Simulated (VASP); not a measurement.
# Mg3Re (P6_3/mmc) in VASP: a series of runs, part 2 of 2

VASP 6.6.1. Earlier steps stand in the parts before.

**3. Relaxation of cell and atoms, PBE**

This run uses another cell than the first one, of 17.95 Å³/atom.

Contents of INCAR:

```
SYSTEM = Mg3Re
PREC = Accurate
ENCUT = 600
EDIFF = 1E-6
ISMEAR = 0
SIGMA = 0.1
LREAL = .False.
LASPH = .True.
NELM = 60
ALGO = Fast
ISIF = 3
LWAVE = .False.
LCHARG = .False.
GGA = PE
IBRION = 2
NSW = 100
EDIFFG = -0.01
```

Contents of KPOINTS:

```
Automatic mesh
0
Gamma
  6 6 8
  0 0 0
```

Contents of POSCAR:

```
Mg3Re
1.0
    5.8831617012      0.0000000000      0.0000000000
   -2.9415808506      5.0949674878      0.0000000000
    0.0000000000      0.0000000000      4.7915347636
Mg Re
6 2
Direct
    0.8256581257      0.6513162514      0.2500000000
    0.1743418743      0.8256581257      0.7500000000
    0.3486837486      0.1743418743      0.2500000000
    0.1743418743      0.3486837486      0.7500000000
    0.8256581257      0.1743418743      0.2500000000
    0.6513162514      0.8256581257      0.7500000000
    0.3333333333      0.6666666667      0.2500000000
    0.6666666667      0.3333333333      0.7500000000
```

Potentials or basis: VASP PAW PBE potentials, release 64 (Mg, Re).

The run is started by

```
cat potpaw_PBE.64/Mg/POTCAR potpaw_PBE.64/Re/POTCAR > POTCAR
mpirun -np 1 vasp_std > vasp.out
```

OUTCAR:

```text
SYSTEM = Mg3Re
   PREC = Accurate
   ENCUT = 600
   EDIFF = 1E-6
   ISMEAR = 0
   LREAL = .False.
   LASPH = .True.
   NELM = 60
   ISIF = 3
   GGA = PE
   IBRION = 2
   NSW = 100
   EDIFFG = -0.01

 ion  position               nearest neighbor table
   1  0.826  0.651  0.250-   3 2.81   5 2.81   8 2.89   8 2.89   7 2.94   7 2.94   2 2.98   2 2.98
                             6 2.98   6 2.98   5 3.08   3 3.08
   2  0.174  0.826  0.750-   4 2.81   6 2.81   7 2.89   7 2.89   8 2.94   8 2.94   3 2.98   3 2.98
                             1 2.98   1 2.98   4 3.08   6 3.08
   3  0.349  0.174  0.250-   1 2.81   5 2.81   8 2.89   8 2.89   7 2.94   7 2.94   2 2.98   2 2.98
                             4 2.98   4 2.98   1 3.08   5 3.08
   4  0.174  0.349  0.750-   2 2.81   6 2.81   7 2.89   7 2.89   8 2.94   8 2.94   5 2.98   5 2.98
                             3 2.98   3 2.98   2 3.08   6 3.08
   5  0.826  0.174  0.250-   1 2.81   3 2.81   8 2.89   8 2.89   7 2.94   7 2.94   6 2.98   6 2.98
[... 348 lines left out ...]
 cond. band min:       3.8351250719   @ k =   0.3333   0.1667   0.3750
 fundamental gap:      0.0410677522
 Fermi energy:         3.8222911249

 k-point     1 :       0.0000    0.0000    0.0000
  band No.  band energies     occupation
      1      -3.7319      2.00000
      2       0.5298      2.00000
      3       1.2354      2.00000
      4       1.2354      2.00000
      5       1.4018      2.00000
      6       1.8396      2.00000
[... 481 lines left out ...]
      5       1.2597      2.00000
      6       1.3592      2.00000
[... 10 lines left out ...]
     17       4.8481      0.00000
     18       5.7251      0.00000

 [... further k-points ...]

------------------------ aborting loop because EDIFF is reached ----------------------------------------

  FORCE on cell =-STRESS in cart. coord.  units (eV):
  Direction    XX          YY          ZZ          XY          YZ          ZX
  --------------------------------------------------------------------------------------
  -------------------------------------------------------------------------------------
  Total       -0.0404096     -0.0404096     -0.0108562      0.0000000      0.0000000      0.0000000
  in kB       -0.4496881     -0.4496881     -0.1208102      0.0000000      0.0000000      0.0000000
  external PRESSURE =      -0.3400622 kB  Pullay stress =       0.0000000 kB
[... 23 lines left out ...]
  FREE ENERGIE OF THE ION-ELECTRON SYSTEM (eV)
  ---------------------------------------------------
  free  energy   TOTEN  =       -30.5153126838 eV

  energy  without entropy=      -30.4798936124  energy(sigma->0) =      -30.49760315

 reached required accuracy - stopping structural energy minimisation
```

CONTCAR:

```text
Mg3Re
   1.00000000000000
     5.8877291552712760    0.0000000000000000    0.0000000000000000
    -2.9438645776356380    5.0989230190563184    0.0000000000000000
     0.0000000000000000   -0.0000000000000000    4.7957638112762719
  Mg              Re
     6     2
Direct
     0.8257639853394892    0.6515279706789714    0.2500000000000000
     0.1742360146605108    0.8257639853394892    0.7500000000000000
     0.3484720293210286    0.1742360146605108    0.2500000000000000
     0.1742360146605108    0.3484720293210286    0.7500000000000000
     0.8257639853394892    0.1742360146605108    0.2500000000000000
     0.6515279706789714    0.8257639853394892    0.7500000000000000
     0.3333333332999970    0.6666666667000030    0.2500000000000000
     0.6666666667000030    0.3333333332999970    0.7500000000000000

  0.00000000E+00  0.00000000E+00  0.00000000E+00
  0.00000000E+00  0.00000000E+00  0.00000000E+00
  0.00000000E+00  0.00000000E+00  0.00000000E+00
  0.00000000E+00  0.00000000E+00  0.00000000E+00
  0.00000000E+00  0.00000000E+00  0.00000000E+00
  0.00000000E+00  0.00000000E+00  0.00000000E+00
  0.00000000E+00  0.00000000E+00  0.00000000E+00
  0.00000000E+00  0.00000000E+00  0.00000000E+00
```

Wall time 7.3 min (1 thread of Oxide Virtual Turin-like, shared host); peak memory 0.34 GiB.

What came out:

```
Free energy                           : -30.5153 eV
Relaxed volume                        : 18.00 Å³/atom
Relaxed cell                          : a = 5.888 Å, b = 5.888 Å, c = 4.796 Å, α = 90.00°, β = 90.00°, γ = 120.00°
Space group after relaxing (to 0.1 Å) : P6_3/mmc (No. 194)
Energy gained by relaxing             : 0.0 meV/atom
Ionic steps                           : 4
Pressure after relaxing               : 0.0 GPa
Largest force after relaxing          : 0.010 eV/Å
Band gap on the k mesh                : zero (bands 13 and 14 overlap by 0.71 eV)
```

Forces in eV/Å, atoms in the order of the input:
```
Mg   0.000  0.010  0.000
Mg  -0.008  0.005  0.000
Mg  -0.008 -0.005  0.000
Mg   0.000 -0.010  0.000
Mg   0.008 -0.005  0.000
Mg   0.008  0.005  0.000
Re   0.000  0.000  0.000
Re   0.000  0.000  0.000
```

Step by step:
| step | energy change (eV) | largest force (eV/Å) | pressure (GPa) | volume (Å³) |
| --- | --- | --- | --- | --- |
| 1 | 0.0000 | 0.0270 | 0.18 | 143.62 |
| 2 | -0.0002 | 0.0052 | -0.09 | 144.05 |
| 3 | -0.0003 | 0.0101 | 0.00 | 143.94 |
| 4 | -0.0003 | 0.0097 | -0.03 | 143.97 |

Final structure:
```xyz
8
Lattice="5.8877 0.0000 0.0000 -2.9439 5.0989 0.0000 0.0000 0.0000 4.7958" Properties=species:S:1:pos:R:3 pbc="T T T"
Mg    2.9439    3.3221    1.1989
Mg   -1.4051    4.2105    3.5968
Mg    1.5388    0.8884    1.1989
Mg    0.0000    1.7768    3.5968
Mg    4.3489    0.8884    1.1989
Mg    1.4051    4.2105    3.5968
Re    0.0000    3.3993    1.1989
Re    2.9439    1.6996    3.5968
```

Levels at points of the mesh, in eV from the Fermi level:
```tsv
k point	band 10	band 11	band 12	band 13	band 14	band 15	band 16	band 17
(0.00, 0.00, 0.00)	-1.33	-0.94	-0.36	-0.36	0.08	0.16	0.16	1.96
(0.50, 0.00, 0.00)	-0.95	-0.71	-0.44	0.03	0.21	1.63	1.85	2.30
(0.00, 0.00, 0.50)	-0.77	-0.77	-0.77	-0.50	-0.50	0.99	0.99	0.99
(0.50, 0.00, 0.50)	-1.07	-0.63	-0.63	-0.12	-0.12	0.97	0.97	1.44
```

Caveat: spin-orbit coupling is left out, which moves the levels of the heavy elements.

The gap in the log of VASP goes by the Fermi energy; the results here count the filled bands.